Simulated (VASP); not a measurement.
# AgCl (R-3m) in VASP: notebook, part 2 of 2

VASP 6.6.1. Earlier steps stand in the parts before.

## (3) Single point, r2SCAN (epitaxial 111 strain +4.7%)

File POSCAR:

```
AgCl
1.0
   -0.2302677650      2.6735330053      2.6735330053
    2.6735330053     -0.2302677650      2.6735330053
    2.6735330053      2.6735330053     -0.2302677650
Ag Cl
1 1
Direct
    0.0000000000      0.0000000000      0.0000000000
    0.5000000000      0.5000000000      0.5000000000
```

File INCAR.step1:

```
SYSTEM = AgCl
  PREC = Accurate
  ENCUT = 520
  ISMEAR = 0
  SIGMA = 0.01
  LREAL = .FALSE.
  LASPH = .TRUE.
  NELM = 60
  NBANDS = 16
  GGA = PE
  ALGO = Normal
  EDIFF = 1E-4
  LWAVE = .TRUE.
  LCHARG = .FALSE.
```

File INCAR.step2:

```
SYSTEM = AgCl
  PREC = Accurate
  ENCUT = 520
  EDIFF = 1E-7
  ISMEAR = 0
  SIGMA = 0.01
  LREAL = .FALSE.
  LASPH = .TRUE.
  NELM = 60
  ALGO = Normal
  ISIF = 2
  LWAVE = .FALSE.
  LCHARG = .FALSE.
  METAGGA = R2SCAN
  LMIXTAU = .TRUE.
  NBANDS = 16
  ISTART = 1
```

File KPOINTS:

```
regular mesh
0
G
  8 8 8
  0 0 0
```

Potentials or basis: VASP PAW PBE potentials, release 64 (Ag, Cl).

Launch:

```bash
cat potpaw_PBE.64/Ag/POTCAR potpaw_PBE.64/Cl/POTCAR > POTCAR
cp INCAR.step1 INCAR
mpirun -np 1 vasp_std > vasp.out
cp INCAR.step2 INCAR
mpirun -np 1 vasp_std > vasp.out
```

OUTCAR:

```text
SYSTEM = AgCl
   PREC = Accurate
   ENCUT = 520
   EDIFF = 1E-7
   ISMEAR = 0
   LREAL = .FALSE.
   LASPH = .TRUE.
   NELM = 60
   ISIF = 2
   METAGGA = R2SCAN
   ISTART = 1

 ion  position               nearest neighbor table
   1  0.000  0.000  0.000-   2 2.79   2 2.79   2 2.79   2 2.79   2 2.79   2 2.79
   2  0.500  0.500  0.500-   1 2.79   1 2.79   1 2.79   1 2.79   1 2.79   1 2.79

  LATTYP: Found a trigonal (rhomboedric) cell.
 ALAT       =     3.7879520462
 COS(alpha) =     0.4123419530

  Lattice vectors:

 A1 = (  -0.2302677650,   2.6735330053,   2.6735330053)
 A2 = (   2.6735330053,  -0.2302677650,   2.6735330053)
 A3 = (   2.6735330053,   2.6735330053,  -0.2302677650)

Analysis of symmetry for initial positions (statically):
=====================================================================
 Subroutine PRICEL returns:
 Original cell was already a primitive cell.

 Routine SETGRP: Setting up the symmetry group for a
 trigonal (rhombohedral) supercell.

 Subroutine GETGRP returns: Found 12 space group operations
 (whereof 12 operations were pure point group operations)
 out of a pool of 12 trial point group operations.

The static configuration has the point symmetry D_3d.

Analysis of symmetry for dynamics (positions and initial velocities):
=====================================================================
 Subroutine PRICEL returns:
 Original cell was already a primitive cell.

 Routine SETGRP: Setting up the symmetry group for a
 trigonal (rhombohedral) supercell.

 Subroutine GETGRP returns: Found 12 space group operations
 (whereof 12 operations were pure point group operations)
 out of a pool of 12 trial point group operations.

The dynamic configuration has the point symmetry D_3d.

 Subroutine INISYM returns: Found 12 space group operations
 (whereof 12 operations are pure point group operations),
 and found     1 'primitive' translations

----------------------------------------------------------------------------------------

                                     Primitive cell

  volume of cell :      43.1451

  direct lattice vectors                    reciprocal lattice vectors
    -0.230267765  2.673533005  2.673533005    -0.164439258  0.179936986  0.179936986
     2.673533005 -0.230267765  2.673533005     0.179936986 -0.164439258  0.179936986
     2.673533005  2.673533005 -0.230267765     0.179936986  0.179936986 -0.164439258

  length of vectors
     3.787952046  3.787952046  3.787952046     0.302976743  0.302976743  0.302976743

  position of ions in fractional coordinates (direct lattice)
     0.000000000  0.000000000  0.000000000
     0.500000000  0.500000000  0.500000000

  ion indices of the primitive-cell ions
   primitive index   ion index
                 1           1
                 2           2

----------------------------------------------------------------------------------------

 KPOINTS: regular mesh

Automatic generation of k-mesh.
 Grid dimensions read from file:
 generate k-points for:    8    8    8

 Generating k-lattice:

  Cartesian coordinates                     Fractional coordinates (reciprocal lattice)
    -0.020554907  0.022492123  0.022492123     0.125000000  0.000000000 -0.000000000
     0.022492123 -0.020554907  0.022492123     0.000000000  0.125000000 -0.000000000
     0.022492123  0.022492123 -0.020554907     0.000000000  0.000000000  0.125000000

  Length of vectors
     0.037872093  0.037872093  0.037872093

  Shift w.r.t. Gamma in fractional coordinates (k-lattice)
     0.000000000  0.000000000  0.000000000

 Subroutine IBZKPT returns following result:
 ===========================================

 Found     65 irreducible k-points:

 Following reciprocal coordinates:
            Coordinates               Weight
  0.000000  0.000000  0.000000      1.000000
  0.125000  0.000000  0.000000      6.000000
  0.250000  0.000000  0.000000      6.000000
  0.375000  0.000000  0.000000      6.000000
  0.500000  0.000000  0.000000      3.000000
  0.125000  0.125000  0.000000      6.000000
[... 16 lines left out ...]
  0.250000  0.125000  0.125000      6.000000
  0.375000  0.125000  0.125000      6.000000
 [... further k-points ...]
   k-points           NKPTS =     65   k-points in BZ     NKDIM =     65   number of bands    NBANDS=     16
   number of dos      NEDOS =    301   number of ions     NIONS =      2
   total plane-waves  NPLWV =  21952
   dimension x,y,z NGX =    28 NGY =   28 NGZ =   28
   dimension x,y,z NGXF=    56 NGYF=   56 NGZF=   56
   ions per type =               1   1
   NGX,Y,Z   is equivalent  to a cutoff of  12.29, 12.29, 12.29 a.u.
   NGXF,Y,Z  is equivalent  to a cutoff of  24.58, 24.58, 24.58 a.u.
 SYSTEM =  AgCl
   PREC   = accura    normal or accurate (medium, high low for compatibility)
   ISTART =      1    job   : 0-new  1-cont  2-samecut
   ICHARG =      0    charge: 1-file 2-atom 10-const
   ISPIN  =      1    spin polarized calculation?
   LNONCOLLINEAR =      F non collinear calculations
   LSORBIT =      F    spin-orbit coupling
   LASPH  =      T    aspherical Exc in radial PAW
   ENCUT  =  520.0 eV  38.22 Ry    6.18 a.u.   7.04  7.04  7.04*2*pi/ulx,y,z
   NELM   =     60;   NELMIN=  2; NELMDL=  0     # of ELM steps
   EDIFF  = 0.1E-06   stopping-criterion for ELM
   LREAL  =      F    real-space projection
   EDIFFG = 0.1E-05   stopping-criterion for IOM
   NSW    =      0    number of steps for IOM
   IBRION =     -1    ionic relax: 0-MD 1-quasi-New 2-CG
   NFREE  =      0    steps in history (QN), initial steepest desc. (CG)
   ISIF   =      2    stress and relaxation
   ISYM   =      2    0-nonsym 1-usesym 2-fastsym
   POTIM  = 0.5000    time-step for ionic-motion
   TEBEG  =    0.0;   TEEND  =   0.0 temperature during run
   PSTRESS=    0.0 pullay stress
   NELECT =      18.0000    total number of electrons
   NUPDOWN=      -1.0000    fix difference up-down
   EMIN   =  10.00;   EMAX   =-10.00  energy-range for DOS
   EFERMI =   0.00;   METHOD = LEGACY
   ISMEAR =     0;   SIGMA  =   0.01  broadening in eV -4-tet -1-fermi 0-gaus
   EFERMI_NEDOS =   21; number of points for ismear=-14 and -15
   IALGO  =     38    algorithm
   IMIX   =      4    mixing-type and parameters
     AMIX     =   0.40;   BMIX     =  1.00
     AMIX_MAG =   1.60;   BMIX_MAG =  1.00
  volume/ion in A,a.u.               =      21.57       145.58
  Fermi-wavevector in a.u.,A,eV,Ry     =   1.223268  2.311642 20.359556  1.496385
  Thomas-Fermi vector in A             =   2.358385
   LORBIT       =      0    0 simple, 1 ext, 2 COOP (PROOUT), +10 PAW based schemes
   METAGGA = R2SCAN    functional components
   LHFCALC =     F    Hartree Fock is set to
   AEXX    =    0.0000 exact exchange contribution
   IVDW    =     0    specifies the selected vdW correction
   LEPSILON=     F    determine dielectric tensor
   LRPA    =     F    only Hartree local field effects (RPA)
 non-spin polarized calculation
 Gauss-broadening in eV      SIGMA  =   0.01
  energy-cutoff  :      520.00
  volume of cell :       43.15
 maximum number of plane-waves:      1190
   NGX = 15   NGY = 15   NGZ = 15

 number of electron      18.0000003 magnetization

 Free energy of the ion-electron system (eV)
  ---------------------------------------------------
  ext. energy  EPLUGINS =         0.00000000
  ---------------------------------------------------
  free energy    TOTEN  =       -28.62650935 eV

  energy without entropy =      -28.62650935  energy(sigma->0) =      -28.62650935

 E-fermi :   3.5398     XC(G=0): -10.4504

 val. band max:        3.4292053955   @ k =   0.5000   0.5000   0.5000
 cond. band min:       4.7450564149   @ k =   0.0000   0.0000   0.0000
 fundamental gap:      1.3158510194
 Fermi energy:         3.5397774694

 k-point     1 :       0.0000    0.0000    0.0000
  band No.  band energies     occupation
      1     -12.3198      2.00000
      2       0.8796      2.00000
      3       0.8796      2.00000
      4       0.8797      2.00000
      5       0.8797      2.00000
      6       1.0741      2.00000
[... 8 lines left out ...]
     15      17.3172      0.00000
     16      17.3172      0.00000
[... 419 lines left out ...]
 k-point    24 :       0.3750    0.1250    0.1250
  band No.  band energies     occupation
      1     -12.0214      2.00000
      2      -1.2197      2.00000
      3      -0.6905      2.00000
      4       0.0459      2.00000
      5       1.0947      2.00000
      6       1.2604      2.00000
[... 8 lines left out ...]
     15      17.8433      0.00000
     16      18.5434      0.00000

 [... further k-points ...]

------------------------ aborting loop because EDIFF is reached ----------------------------------------

  FORCE on cell =-STRESS in cart. coord.  units (eV):
  Direction    XX          YY          ZZ          XY          YZ          ZX
  --------------------------------------------------------------------------------------
  -------------------------------------------------------------------------------------
  Total       -0.2754348     -0.2754348     -0.2754348      0.1227493      0.1227493      0.1227493
  in kB      -10.2281597    -10.2281597    -10.2281597      4.5582456      4.5582456      4.5582456
  external PRESSURE =     -10.2281597 kB  Pullay stress =       0.0000000 kB

 VOLUME and BASIS-vectors are now :
 -----------------------------------------------------------------------------
  energy-cutoff  :      520.00
  volume of cell :       43.15
      direct lattice vectors                 reciprocal lattice vectors
    -0.230267765  2.673533005  2.673533005    -0.164439258  0.179936986  0.179936986
     2.673533005 -0.230267765  2.673533005     0.179936986 -0.164439258  0.179936986
     2.673533005  2.673533005 -0.230267765     0.179936986  0.179936986 -0.164439258

 POSITION                                       TOTAL-FORCE (eV/Angst)
 -----------------------------------------------------------------------------------
      0.00000      0.00000      0.00000        -0.000000      0.000000     -0.000000
      2.55840      2.55840      2.55840         0.000000     -0.000000      0.000000
 -----------------------------------------------------------------------------------
    total drift:                                0.000000      0.000000      0.000000

  FREE ENERGIE OF THE ION-ELECTRON SYSTEM (eV)
  ---------------------------------------------------
  free  energy   TOTEN  =       -28.6265093509 eV

  energy  without entropy=      -28.6265093509  energy(sigma->0) =      -28.62650935
```

Run time: 2.5 min. Hardware: 1 thread of Intel Xeon Platinum 8488C (Sapphire Rapids), shared host; peak memory 0.19 GiB.

Results:

- Free energy: -28.6265 eV
- Pressure: -1.0 GPa
- Band gap on the k mesh: 1.32 eV, indirect (least direct gap 3.40 eV)

Stress tensor (GPa, compression positive):
```
-1.02  0.46  0.46
 0.46 -1.02  0.46
 0.46  0.46 -1.02
```

Caveat: the cell differs from its parent crystal (epitaxial 111 strain +4.7%); the PAW data sets were made with another functional, which shifts forces and pressure a little. A k mesh can miss the band edges.
